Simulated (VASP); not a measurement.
# NbMo7S16 in VASP: single point with PBEsol

Aim: the single point of NbMo7S16 with PBEsol.

Program: VASP 6.6.1. These are calculated values, not measurements. Logs are shortened: lines on timing, memory, paths and dates and some standing lists are left out, and cuts for length are marked.

### Step 1. The cell of the first run

The typed cell holds 24 atoms: a = 6.338 Å, b = 6.338 Å, c = 12.324 Å, α = 90.00°, β = 90.00°, γ = 120.00°.

### Step 2. Single point, PBEsol, collinear spin

Input file INCAR:

```
SYSTEM = NbMo7S16
PREC = Accurate
ENCUT = 500
EDIFF = 1E-6
ISMEAR = 0
SIGMA = 0.05
LREAL = .False.
LASPH = .True.
NELM = 200
ALGO = Normal
ISIF = 2
LWAVE = .False.
LCHARG = .False.
ISPIN = 2
MAGMOM = 0.9 0 0 0 0 0 0 0 0 0 0 0 0 0 0 0 0 0 0 0 0 0 0 0
LORBIT = 11
NUPDOWN = 0.9
LMAXMIX = 4
GGA = PS
NBANDS = 126
GGA_COMPAT = .False.
KPAR = 4
```

Input file KPOINTS:

```
Automatic mesh
0
Gamma
  3 3 2
  0 0 0
```

Input file POSCAR:

```
NbMo7S16
1.0
    6.3379961000      0.0000000000      0.0000000000
   -3.1689980000      5.4888656000      0.0000000000
    0.0000000000      0.0000000000     12.3240000000
Nb Mo S
1 7 16
Direct
    0.1665692723      0.3326280205      0.2500082342
    0.1677609770      0.8332239980      0.2500088981
    0.6659727757      0.3314379391      0.2500099668
    0.6659752849      0.8332218550      0.2500096546
    0.3337309524      0.1661954332      0.7499741514
    0.3337233724      0.6662631319      0.7499739066
    0.8336550192      0.1661919007      0.7499737799
    0.8337061658      0.6662166111      0.7499735556
    0.1670369235      0.3328823373      0.6243816583
    0.1670811624      0.8329077560      0.6243734562
    0.6670209447      0.3328438743      0.6243725799
    0.6670133932      0.8329004746      0.6243738852
    0.3358608340      0.1633359526      0.1226984533
    0.3358614997      0.6712096578      0.1226995398
    0.8279856875      0.1633359105      0.1227001287
    0.8332363532      0.6659635887      0.1250931722
    0.1670368678      0.3328826900      0.8755662150
    0.1670818047      0.8329081002      0.8755748519
    0.6670212672      0.3328440864      0.8755752199
    0.6670134326      0.8329007965      0.8755730117
    0.3358589637      0.1633356313      0.3773193466
    0.3358598840      0.6712077552      0.3773180970
    0.8279869414      0.1633363611      0.3773186186
    0.8332360175      0.6659631383      0.3749249967
```

Potentials or basis: VASP PAW PBE potentials, release 64 (Nb_sv, Mo_sv, S).

Launch:

```bash
cat potpaw_PBE.64/Nb_sv/POTCAR potpaw_PBE.64/Mo_sv/POTCAR potpaw_PBE.64/S/POTCAR > POTCAR
mpirun -np 4 vasp_std > vasp.out
```

OUTCAR:

```text
SYSTEM = NbMo7S16
   PREC = Accurate
   ENCUT = 500
   EDIFF = 1E-6
   ISMEAR = 0
   LREAL = .False.
   LASPH = .True.
   NELM = 200
   ISIF = 2
   ISPIN = 2
   LORBIT = 11
   NUPDOWN = 0.9
   GGA = PS

 ion  position               nearest neighbor table
   1  0.167  0.333  0.250-  14 2.43  22 2.43  15 2.43  23 2.43  13 2.43  21 2.43   3 3.17   2 3.17
                             4 3.17   4 3.17   2 3.17   3 3.17
   2  0.168  0.833  0.250-  16 2.40  24 2.40  21 2.40  13 2.40  22 2.40  14 2.40   3 3.16   4 3.16
                             1 3.17   1 3.17   4 3.18   3 3.18
   3  0.666  0.331  0.250-  24 2.40  16 2.40  21 2.40  23 2.40  15 2.40  13 2.40   2 3.16   4 3.16
                             1 3.17   1 3.17   4 3.18   2 3.18
   4  0.666  0.833  0.250-  24 2.40  16 2.40  22 2.40  23 2.40  15 2.40  14 2.40   2 3.16   3 3.16
                             1 3.17   1 3.17   3 3.18   2 3.18
   5  0.334  0.166  0.750-  18 2.40  10 2.40  19 2.40  11 2.40  17 2.40   9 2.40   7 3.17   6 3.17
                             8 3.17   8 3.17   6 3.17   7 3.17
   6  0.334  0.666  0.750-  10 2.40  18 2.40  20 2.40  12 2.40  17 2.40   9 2.40   5 3.17   7 3.17
                             8 3.17   8 3.17   7 3.17   5 3.17
   7  0.834  0.166  0.750-  11 2.40  19 2.40  20 2.40  12 2.40   9 2.40  17 2.40   5 3.17   6 3.17
                             8 3.17   8 3.17   6 3.17   5 3.17
   8  0.834  0.666  0.750-  11 2.40  10 2.40  19 2.40  20 2.40  12 2.40  18 2.40   6 3.17   5 3.17
                             7 3.17   7 3.17   5 3.17   6 3.17
   9  0.167  0.333  0.624-   6 2.40   5 2.40   7 2.40
  10  0.167  0.833  0.624-   6 2.40   5 2.40   8 2.40
  11  0.667  0.333  0.624-   7 2.40   5 2.40   8 2.40
  12  0.667  0.833  0.624-   6 2.40   7 2.40   8 2.40
  13  0.336  0.163  0.123-   2 2.40   3 2.40   1 2.43
  14  0.336  0.671  0.123-   2 2.40   4 2.40   1 2.43
[... 8 lines left out ...]
  23  0.828  0.163  0.377-   4 2.40   3 2.40   1 2.43
  24  0.833  0.666  0.375-   4 2.40   3 2.40   2 2.40

  LATTYP: Found a hexagonal cell.
 ALAT       =     6.3379961000
 C/A-ratio  =     1.9444631719

  Lattice vectors:

 A1 = (   6.3379961000,   0.0000000000,   0.0000000000)
 A2 = (  -3.1689980000,   5.4888656000,   0.0000000000)
 A3 = (   0.0000000000,   0.0000000000,  12.3240000000)

Analysis of symmetry for initial positions (statically):
=====================================================================
 Subroutine PRICEL returns:
 Original cell was already a primitive cell.

 Routine SETGRP: Setting up the symmetry group for a
 hexagonal supercell.

 Subroutine GETGRP returns: Found  1 space group operations
 (whereof  1 operations were pure point group operations)
 out of a pool of 24 trial point group operations.

The static configuration has the point symmetry C_1 .

Analysis of symmetry for dynamics (positions and initial velocities):
=====================================================================
 Subroutine PRICEL returns:
 Original cell was already a primitive cell.

 Routine SETGRP: Setting up the symmetry group for a
 hexagonal supercell.

 Subroutine GETGRP returns: Found  1 space group operations
 (whereof  1 operations were pure point group operations)
 out of a pool of 24 trial point group operations.

The dynamic configuration has the point symmetry C_1 .

Analysis of structural, dynamic, and magnetic symmetry:
=====================================================================
 Subroutine PRICEL returns:
 Original cell was already a primitive cell.

 Routine SETGRP: Setting up the symmetry group for a
 hexagonal supercell.

 Subroutine GETGRP returns: Found  1 space group operations
 (whereof  1 operations were pure point group operations)
 out of a pool of 24 trial point group operations.

The overall configuration has the point symmetry C_1 .

 Subroutine INISYM returns: Found  1 space group operations
 (whereof  1 operations are pure point group operations),
 and found     1 'primitive' translations

----------------------------------------------------------------------------------------

                                     Primitive cell

  volume of cell :     428.7323

  direct lattice vectors                    reciprocal lattice vectors
     6.337996100  0.000000000  0.000000000     0.157778576  0.091093502  0.000000000
    -3.168998000  5.488865600  0.000000000     0.000000000  0.182187008  0.000000000
     0.000000000  0.000000000 12.324000000     0.000000000  0.000000000  0.081142486

  length of vectors
[... 102 lines left out ...]
   PREC   = accura    normal or accurate (medium, high low for compatibility)
   ISTART =      0    job   : 0-new  1-cont  2-samecut
   ICHARG =      2    charge: 1-file 2-atom 10-const
   ISPIN  =      2    spin polarized calculation?
   LNONCOLLINEAR =      F non collinear calculations
   LSORBIT =      F    spin-orbit coupling
   LASPH  =      T    aspherical Exc in radial PAW
   ENCUT  =  500.0 eV  36.75 Ry    6.06 a.u.  11.56 11.56 22.47*2*pi/ulx,y,z
   NELM   =    200;   NELMIN=  2; NELMDL= -5     # of ELM steps
   EDIFF  = 0.1E-05   stopping-criterion for ELM
   LREAL  =      F    real-space projection
   EDIFFG = 0.1E-04   stopping-criterion for IOM
   NSW    =      0    number of steps for IOM
   IBRION =     -1    ionic relax: 0-MD 1-quasi-New 2-CG
   NFREE  =      0    steps in history (QN), initial steepest desc. (CG)
   ISIF   =      2    stress and relaxation
   ISYM   =      2    0-nonsym 1-usesym 2-fastsym
   POTIM  = 0.5000    time-step for ionic-motion
   TEBEG  =    0.0;   TEEND  =   0.0 temperature during run
   PSTRESS=    0.0 pullay stress
   NELECT =     207.0000    total number of electrons
   NUPDOWN=       0.9000    fix difference up-down
   EMIN   =  10.00;   EMAX   =-10.00  energy-range for DOS
   EFERMI =   0.00;   METHOD = LEGACY
   ISMEAR =     0;   SIGMA  =   0.05  broadening in eV -4-tet -1-fermi 0-gaus
   EFERMI_NEDOS =   21; number of points for ismear=-14 and -15
   IALGO  =     38    algorithm
   IMIX   =      4    mixing-type and parameters
     AMIX     =   0.40;   BMIX     =  1.00
     AMIX_MAG =   1.60;   BMIX_MAG =  1.00
  volume/ion in A,a.u.               =      17.86       120.55
  Fermi-wavevector in a.u.,A,eV,Ry     =   1.284309  2.426992 22.442125  1.649450
  Thomas-Fermi vector in A             =   2.416510
   LORBIT       =     11    0 simple, 1 ext, 2 COOP (PROOUT), +10 PAW based schemes
   GGA     = PS    functional components
   LHFCALC =     F    Hartree Fock is set to
   AEXX    =    0.0000 exact exchange contribution
   IVDW    =     0    specifies the selected vdW correction
   LEPSILON=     F    determine dielectric tensor
   LRPA    =     F    only Hartree local field effects (RPA)
 spin polarized calculation
 Gauss-broadening in eV      SIGMA  =   0.05
  energy-cutoff  :      500.00
  volume of cell :      428.73
 maximum number of plane-waves:     10940
 NGX is ok and might be reduce to    48
   NGX = 23   NGY = 23   NGZ = 45

 number of electron     206.9999978 magnetization       0.8999999

 Free energy of the ion-electron system (eV)
  ---------------------------------------------------
  ext. energy  EPLUGINS =         0.00000000
  ---------------------------------------------------
  free energy    TOTEN  =      -187.08795834 eV

  energy without entropy =     -187.08284072  energy(sigma->0) =     -187.08539953

 E-fermi :   6.8925     XC(G=0): -10.9784

 val. band max:        7.3683533878   @ k =   0.0000   0.0000   0.5000
 cond. band min:       6.9120639794   @ k =   0.0000   0.3333   0.0000
 fundamental gap:     -0.4562894084
 Fermi energy:         7.4876343595

 spin component 1

 k-point     1 :       0.0000    0.0000    0.0000
  band No.  band energies     occupation
      1     -54.1182      1.00000
      2     -54.0786      1.00000
      3     -54.0771      1.00000
      4     -54.0771      1.00000
      5     -53.8689      1.00000
      6     -53.8384      1.00000
[... 1169 lines left out ...]
    114       9.1641      0.00000
    115       9.2036      0.00000
 Fermi energy:         6.8924954923

 spin component 2

 k-point     1 :       0.0000    0.0000    0.0000
  band No.  band energies     occupation
      1     -54.1103      1.00000
      2     -54.0701      1.00000
      3     -54.0700      1.00000
      4     -54.0691      1.00000
      5     -53.7812      1.00000
      6     -53.7507      1.00000
[... 1169 lines left out ...]
    114       9.1777      0.00000
    115       9.2151      0.00000
 [bands above 115 left out]

------------------------ aborting loop because EDIFF is reached ----------------------------------------

  FORCE on cell =-STRESS in cart. coord.  units (eV):
  Direction    XX          YY          ZZ          XY          YZ          ZX
  --------------------------------------------------------------------------------------
  -------------------------------------------------------------------------------------
  Total       -0.9023960     -0.9009868     -1.0971587     -0.0012573      0.0000718      0.0001144
  in kB       -3.3722636     -3.3669971     -4.1000935     -0.0046985      0.0002682      0.0004274
  external PRESSURE =      -3.6131181 kB  Pullay stress =       0.0000000 kB

 VOLUME and BASIS-vectors are now :
 -----------------------------------------------------------------------------
  energy-cutoff  :      500.00
  volume of cell :      428.73
      direct lattice vectors                 reciprocal lattice vectors
     6.337996100  0.000000000  0.000000000     0.157778576  0.091093502  0.000000000
    -3.168998000  5.488865600  0.000000000     0.000000000  0.182187008  0.000000000
     0.000000000  0.000000000 12.324000000     0.000000000  0.000000000  0.081142486

 POSITION                                       TOTAL-FORCE (eV/Angst)
 -----------------------------------------------------------------------------------
      0.00162      1.82575      3.08110         0.000209     -0.000084      0.000104
     -1.57722      4.57345      3.08111         0.046260      0.026588      0.000063
      3.17061      1.81922      3.08112         0.000384     -0.053059     -0.000162
      1.58047      4.57344      3.08112        -0.046008      0.026817     -0.000082
      1.58851      0.91222      9.24268        -0.002067      0.000880      0.000007
      0.00375      3.65703      9.24268         0.000162     -0.002305      0.000018
[... 16 lines left out ...]
      4.73017      0.89653      4.65007         0.015974      0.009332     -0.103578
      3.17061      3.65538      4.62058         0.000254     -0.000043     -0.060985
 -----------------------------------------------------------------------------------
    total drift:                                0.000376     -0.000480      0.000027

  FREE ENERGIE OF THE ION-ELECTRON SYSTEM (eV)
  ---------------------------------------------------
  free  energy   TOTEN  =      -187.0879583368 eV

  energy  without entropy=     -187.0828407226  energy(sigma->0) =     -187.08539953

 total charge

# of ion       s       p       d       tot
------------------------------------------
    1        2.170   6.061   2.465  10.696
    2        2.297   6.229   3.971  12.497
    3        2.297   6.229   3.971  12.497
    4        2.297   6.229   3.971  12.497
    5        2.297   6.225   3.976  12.498
    6        2.297   6.225   3.976  12.498
[... 16 lines left out ...]
   23        1.354   2.340   0.000   3.694
   24        1.356   2.324   0.000   3.680
--------------------------------------------------
tot         39.956  86.889  30.280 157.125

 magnetization (x)

# of ion       s       p       d       tot
------------------------------------------
    1        0.002   0.001   0.103   0.106
    2        0.003   0.002   0.136   0.141
    3        0.003   0.002   0.136   0.141
    4        0.003   0.002   0.136   0.141
    5        0.001   0.000   0.011   0.011
    6        0.001   0.000   0.011   0.011
[... 16 lines left out ...]
   23        0.001   0.011   0.000   0.012
   24        0.001   0.009   0.000   0.010
--------------------------------------------------
tot          0.026   0.125   0.559   0.710
```

Wall time 7.7 min (4 MPI ranks of Intel Xeon Platinum 8488C (Sapphire Rapids), shared host); peak memory 1.1 GiB.

What came out:

```yaml
Free_energy: -187.0880 eV
Pressure: -0.4 GPa
Largest_force: 0.105 eV/Å
Net_moment: 0.90 μB per cell
Site_moments: Nb +0.11; Mo +0.14, +0.01, +0.02 (each value once); S +0.00, +0.01 (each value once) μB
Valence_electrons_inside_the_program's_atomic_spheres: Nb 10.70; Mo 12.50; S 3.68, 3.69 (each value once)
```

Forces on the atoms (eV/Å):
```
Nb   0.000  0.000  0.000
Mo   0.046  0.027  0.000
Mo   0.000 -0.053  0.000
Mo  -0.046  0.027  0.000
Mo  -0.002  0.001  0.000
Mo   0.000 -0.002  0.000
Mo   0.002  0.001  0.000
Mo   0.000  0.000  0.000
S    0.000  0.000 -0.006
S    0.002  0.001 -0.007
S    0.000 -0.002 -0.007
S   -0.002  0.001 -0.007
S   -0.016  0.009  0.103
S    0.000 -0.018  0.103
S    0.016  0.009  0.103
S    0.000  0.000  0.061
S    0.000  0.000  0.006
S    0.002  0.001  0.007
S    0.000 -0.002  0.007
S   -0.002  0.001  0.007
S   -0.016  0.009 -0.104
S    0.000 -0.018 -0.103
S    0.016  0.009 -0.104
S    0.000  0.000 -0.061
```

Caveat: the k points lie up to 0.38 Å⁻¹ apart; the PAW data sets were made with another functional, which shifts forces and pressure a little; the total moment is fixed, so each spin has its own Fermi level and the state may be an excited one.
